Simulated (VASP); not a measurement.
# W (Im-3m) in VASP: single point with PBE

Aim: the single point of W with PBE.

All numbers are computed with VASP 6.6.1; they aren't measurements. Logs are shortened: lines on timing, memory, paths and dates and some standing lists are left out, and cuts for length are marked.

## 1. The cell of the first run

Symmetry: Im-3m, No. 229, cubic system. The conventional cell has a = 3.183 Å, b = 3.183 Å, c = 3.183 Å, α = 90.00°, β = 90.00°, γ = 90.00°. Within 3.6 Å of W (site symmetry m-3m) lie 14 W at 2.76 to 3.18 Å.

## 2. Single point, PBE

Input file INCAR:

```
ALGO = Normal
EDIFF = 1E-6
ENCUT = 520
GGA = PE
ISIF = 2
ISMEAR = -1
LASPH = True
LCHARG = False
LREAL = False
LWAVE = False
NBANDS = 21
NELM = 100
PREC = Accurate
SIGMA = 0.08
```

Input file KPOINTS:

```
k-points
0
Gamma
  11 11 11
```

Input file POSCAR:

```
W
1.0
    3.1834185696      0.0000000000      0.0000000000
    0.0000000000      3.1834185696      0.0000000000
    0.0000000000      0.0000000000      3.1834185696
W
2
Direct
    0.0000000000      0.0000000000      0.0000000000
    0.5000000000      0.5000000000      0.5000000000
```

Potentials or basis: VASP PAW PBE potentials, release 64 (W_sv).

Started as:

```
> cat potpaw_PBE.64/W_sv/POTCAR > POTCAR
> mpirun -np 1 vasp_std > vasp.out
```

OUTCAR:

```text
EDIFF = 1E-6
   ENCUT = 520
   GGA = PE
   ISIF = 2
   ISMEAR = -1
   LASPH = True
   LREAL = False
   NELM = 100
   PREC = Accurate

 ion  position               nearest neighbor table
   1  0.000  0.000  0.000-   2 2.76   2 2.76   2 2.76   2 2.76   2 2.76   2 2.76   2 2.76   2 2.76

   2  0.500  0.500  0.500-   1 2.76   1 2.76   1 2.76   1 2.76   1 2.76   1 2.76   1 2.76   1 2.76

  LATTYP: Found a simple cubic cell.
 ALAT       =     3.1834185696

  Lattice vectors:

 A1 = (   3.1834185696,   0.0000000000,   0.0000000000)
 A2 = (   0.0000000000,   3.1834185696,   0.0000000000)
 A3 = (   0.0000000000,   0.0000000000,   3.1834185696)

Analysis of symmetry for initial positions (statically):
=====================================================================
 Subroutine PRICEL returns following result:

  LATTYP: Found a body centered cubic cell.
 ALAT       =     3.1834185696

  Lattice vectors:

 A1 = (   1.5917092848,   1.5917092848,  -1.5917092848)
 A2 = (  -1.5917092848,   1.5917092848,   1.5917092848)
 A3 = (   1.5917092848,  -1.5917092848,   1.5917092848)

   2 primitive cells build up your supercell.

 Routine SETGRP: Setting up the symmetry group for a
 simple cubic supercell.

 Subroutine GETGRP returns: Found 48 space group operations
 (whereof 48 operations were pure point group operations)
 out of a pool of 48 trial point group operations.

The static configuration has the point symmetry O_h .

Analysis of symmetry for dynamics (positions and initial velocities):
=====================================================================
 Subroutine PRICEL returns following result:

  LATTYP: Found a body centered cubic cell.
 ALAT       =     3.1834185696

  Lattice vectors:

 A1 = (   1.5917092848,   1.5917092848,  -1.5917092848)
 A2 = (  -1.5917092848,   1.5917092848,   1.5917092848)
 A3 = (   1.5917092848,  -1.5917092848,   1.5917092848)

   2 primitive cells build up your supercell.

 Routine SETGRP: Setting up the symmetry group for a
 simple cubic supercell.

 Subroutine GETGRP returns: Found 48 space group operations
 (whereof 48 operations were pure point group operations)
 out of a pool of 48 trial point group operations.

The dynamic configuration has the point symmetry O_h .

 Subroutine INISYM returns: Found 48 space group operations
 (whereof 48 operations are pure point group operations),
 and found     2 'primitive' translations

----------------------------------------------------------------------------------------

                                     Primitive cell

  volume of cell :      16.1306

  direct lattice vectors                    reciprocal lattice vectors
     1.591709285  1.591709285 -1.591709285     0.314127715  0.314127715  0.000000000
    -1.591709285  1.591709285  1.591709285    -0.000000000  0.314127715  0.314127715
     1.591709285 -1.591709285  1.591709285     0.314127715  0.000000000  0.314127715

  length of vectors
     2.756921352  2.756921352  2.756921352     0.444243674  0.444243674  0.444243674

  position of ions in fractional coordinates (direct lattice)
     0.000000000  0.000000000  0.000000000

  ion indices of the primitive-cell ions
   primitive index   ion index
                 1           1

----------------------------------------------------------------------------------------

 KPOINTS: k-points

Automatic generation of k-mesh.
 Grid dimensions read from file:
 generate k-points for:   11   11   11

 Generating k-lattice:

  Cartesian coordinates                     Fractional coordinates (reciprocal lattice)
     0.028557065  0.000000000  0.000000000     0.090909091  0.000000000  0.000000000
     0.000000000  0.028557065  0.000000000     0.000000000  0.090909091  0.000000000
     0.000000000  0.000000000  0.028557065     0.000000000  0.000000000  0.090909091

  Length of vectors
     0.028557065  0.028557065  0.028557065

  Shift w.r.t. Gamma in fractional coordinates (k-lattice)
     0.000000000  0.000000000  0.000000000

 Subroutine IBZKPT returns following result:
 ===========================================

 Found     56 irreducible k-points:

 Following reciprocal coordinates:
            Coordinates               Weight
  0.000000  0.000000  0.000000      1.000000
  0.090909  0.000000  0.000000      6.000000
  0.181818  0.000000  0.000000      6.000000
  0.272727  0.000000  0.000000      6.000000
  0.363636  0.000000  0.000000      6.000000
  0.454545  0.000000  0.000000      6.000000
[... 16 lines left out ...]
  0.181818  0.090909  0.090909     24.000000
  0.272727  0.090909  0.090909     24.000000
 [... further k-points ...]
   k-points           NKPTS =     56   k-points in BZ     NKDIM =     56   number of bands    NBANDS=     21
   number of dos      NEDOS =    301   number of ions     NIONS =      2
   total plane-waves  NPLWV =  13824
   dimension x,y,z NGX =    24 NGY =   24 NGZ =   24
   dimension x,y,z NGXF=    48 NGYF=   48 NGZF=   48
   ions per type =               2
   NGX,Y,Z   is equivalent  to a cutoff of  12.53, 12.53, 12.53 a.u.
   NGXF,Y,Z  is equivalent  to a cutoff of  25.07, 25.07, 25.07 a.u.
 SYSTEM =  unknown system
   PREC   = accura    normal or accurate (medium, high low for compatibility)
   ISTART =      0    job   : 0-new  1-cont  2-samecut
   ICHARG =      2    charge: 1-file 2-atom 10-const
   ISPIN  =      1    spin polarized calculation?
   LNONCOLLINEAR =      F non collinear calculations
   LSORBIT =      F    spin-orbit coupling
   LASPH  =      T    aspherical Exc in radial PAW
   ENCUT  =  520.0 eV  38.22 Ry    6.18 a.u.   5.92  5.92  5.92*2*pi/ulx,y,z
   NELM   =    100;   NELMIN=  2; NELMDL= -5     # of ELM steps
   EDIFF  = 0.1E-05   stopping-criterion for ELM
   LREAL  =      F    real-space projection
   EDIFFG = 0.1E-04   stopping-criterion for IOM
   NSW    =      0    number of steps for IOM
   IBRION =     -1    ionic relax: 0-MD 1-quasi-New 2-CG
   NFREE  =      0    steps in history (QN), initial steepest desc. (CG)
   ISIF   =      2    stress and relaxation
   ISYM   =      2    0-nonsym 1-usesym 2-fastsym
   POTIM  = 0.5000    time-step for ionic-motion
   TEBEG  =    0.0;   TEEND  =   0.0 temperature during run
   PSTRESS=    0.0 pullay stress
   NELECT =      28.0000    total number of electrons
   NUPDOWN=      -1.0000    fix difference up-down
   EMIN   =  10.00;   EMAX   =-10.00  energy-range for DOS
   EFERMI =   0.00;   METHOD = LEGACY
   ISMEAR =    -1;   SIGMA  =   0.08  broadening in eV -4-tet -1-fermi 0-gaus
   EFERMI_NEDOS =   21; number of points for ismear=-14 and -15
   IALGO  =     38    algorithm
   IMIX   =      4    mixing-type and parameters
     AMIX     =   0.40;   BMIX     =  1.00
     AMIX_MAG =   1.60;   BMIX_MAG =  1.00
  volume/ion in A,a.u.               =      16.13       108.85
  Fermi-wavevector in a.u.,A,eV,Ry     =   1.561590  2.950978 33.178680  2.438564
  Thomas-Fermi vector in A             =   2.664633
   LORBIT       =      0    0 simple, 1 ext, 2 COOP (PROOUT), +10 PAW based schemes
   GGA     = PE    functional components
   LHFCALC =     F    Hartree Fock is set to
   AEXX    =    0.0000 exact exchange contribution
   IVDW    =     0    specifies the selected vdW correction
   LEPSILON=     F    determine dielectric tensor
   LRPA    =     F    only Hartree local field effects (RPA)
 non-spin polarized calculation
  energy-cutoff  :      520.00
  volume of cell :       32.26
 maximum number of plane-waves:       895
 NGX is ok and might be reduce to    24
   NGX = 11   NGY = 11   NGZ = 11

 number of electron      27.9999994 magnetization

 Free energy of the ion-electron system (eV)
  ---------------------------------------------------
  ext. energy  EPLUGINS =         0.00000000
  ---------------------------------------------------
  free energy    TOTEN  =       -25.91580463 eV

  energy without entropy =      -25.89208957  energy(sigma->0) =      -25.90394710

 E-fermi :  11.1815     XC(G=0): -13.5413

 val. band max:       11.1715242069   @ k =   0.1818   0.0909   0.0909
 cond. band min:      11.1946316172   @ k =   0.4545   0.4545   0.0909
 fundamental gap:      0.0231074103
 Fermi energy:        11.1814867564

 k-point     1 :       0.0000    0.0000    0.0000
  band No.  band energies     occupation
      1     -63.0081      2.00000
      2     -62.7914      2.00000
      3     -27.4493      2.00000
      4     -27.4493      2.00000
      5     -27.4493      2.00000
      6     -26.5957      2.00000
[... 13 lines left out ...]
     20      19.3000      0.00000
     21      19.3000      0.00000

 k-point     2 :       0.0909    0.0000    0.0000
  band No.  band energies     occupation
      1     -63.0032      2.00000
      2     -62.7951      2.00000
      3     -27.4495      2.00000
      4     -27.4316      2.00000
      5     -27.4316      2.00000
      6     -26.6321      2.00000
[... 13 lines left out ...]
     20      18.6345      0.00000
     21      20.3501      0.00000

 k-point     3 :       0.1818    0.0000    0.0000
  band No.  band energies     occupation
      1     -62.9888      2.00000
      2     -62.8063      2.00000
      3     -27.4460      2.00000
      4     -27.3798      2.00000
      5     -27.3798      2.00000
      6     -26.7332      2.00000
[... 13 lines left out ...]
     20      17.2215      0.00000
     21      22.3533      0.00000

 k-point     4 :       0.2727    0.0000    0.0000
  band No.  band energies     occupation
      1     -62.9666      2.00000
      2     -62.8244      2.00000
      3     -27.4284      2.00000
      4     -27.2985      2.00000
      5     -27.2985      2.00000
      6     -26.8774      2.00000
[... 13 lines left out ...]
     20      15.8091      0.00000
     21      24.6553      0.00000

 k-point     5 :       0.3636    0.0000    0.0000
  band No.  band energies     occupation
      1     -62.9387      2.00000
      2     -62.8484      2.00000
      3     -27.3841      2.00000
      4     -27.1946      2.00000
      5     -27.1946      2.00000
      6     -27.0367      2.00000
[... 13 lines left out ...]
     20      14.8624      0.00000
     21      26.8002      0.00000
[... 382 lines left out ...]
     20      17.1715      0.00000
     21      21.9431      0.00000

 k-point    22 :       0.0909    0.0909    0.0909
  band No.  band energies     occupation
      1     -62.9938      2.00000
      2     -62.8022      2.00000
      3     -27.4606      2.00000
      4     -27.4606      2.00000
      5     -27.3257      2.00000
      6     -26.7614      2.00000
[... 13 lines left out ...]
     20      20.2765      0.00000
     21      20.2765      0.00000

 k-point    23 :       0.1818    0.0909    0.0909
  band No.  band energies     occupation
      1     -62.9804      2.00000
      2     -62.8123      2.00000
      3     -27.5012      2.00000
      4     -27.4072      2.00000
      5     -27.2411      2.00000
      6     -26.8865      2.00000
[... 13 lines left out ...]
     20      18.8875      0.00000
     21      21.4341      0.00000

 k-point    24 :       0.2727    0.0909    0.0909
  band No.  band energies     occupation
      1     -62.9596      2.00000
      2     -62.8287      2.00000
      3     -27.5172      2.00000
      4     -27.3233      2.00000
      5     -27.1446      2.00000
      6     -27.0397      2.00000
[... 13 lines left out ...]
     20      17.3934      0.00000
     21      23.0340      0.00000

 [... further k-points ...]
[... 5 lines left out ...]
  --------------------------------------------------------------------------------------
  -------------------------------------------------------------------------------------
  Total        0.0899508      0.0899508      0.0899508     -0.0000000     -0.0000000      0.0000000
  in kB        4.4671888      4.4671888      4.4671888     -0.0000000     -0.0000000      0.0000000
  external PRESSURE =       4.4671888 kB  Pullay stress =       0.0000000 kB

 VOLUME and BASIS-vectors are now :
 -----------------------------------------------------------------------------
  energy-cutoff  :      520.00
  volume of cell :       32.26
      direct lattice vectors                 reciprocal lattice vectors
     3.183418570  0.000000000  0.000000000     0.314127715  0.000000000  0.000000000
     0.000000000  3.183418570  0.000000000     0.000000000  0.314127715  0.000000000
     0.000000000  0.000000000  3.183418570     0.000000000  0.000000000  0.314127715

 POSITION                                       TOTAL-FORCE (eV/Angst)
 -----------------------------------------------------------------------------------
      0.00000      0.00000      0.00000        -0.000000     -0.000000     -0.000000
      1.59171      1.59171      1.59171         0.000000      0.000000      0.000000
 -----------------------------------------------------------------------------------
    total drift:                                0.000000      0.000000     -0.000000

  FREE ENERGIE OF THE ION-ELECTRON SYSTEM (eV)
  ---------------------------------------------------
  free  energy   TOTEN  =       -25.9158046252 eV

  energy  without entropy=      -25.8920895689  energy(sigma->0) =      -25.90394710
```

Run time: 14 s. Hardware: 1 thread of Intel Xeon Platinum 8259CL at 2.50GHz (Skylake/Cascade Lake), shared host; peak memory 0.15 GiB.

Results:

```
Free energy            : -25.9158 eV
Pressure               : 0.4 GPa
Band gap on the k mesh : zero (band 14 reaches 11.50 eV, above the bottom of band 15 at 10.87 eV)
```

Caveat: spin-orbit coupling is left out, which moves the levels of the heavy elements.
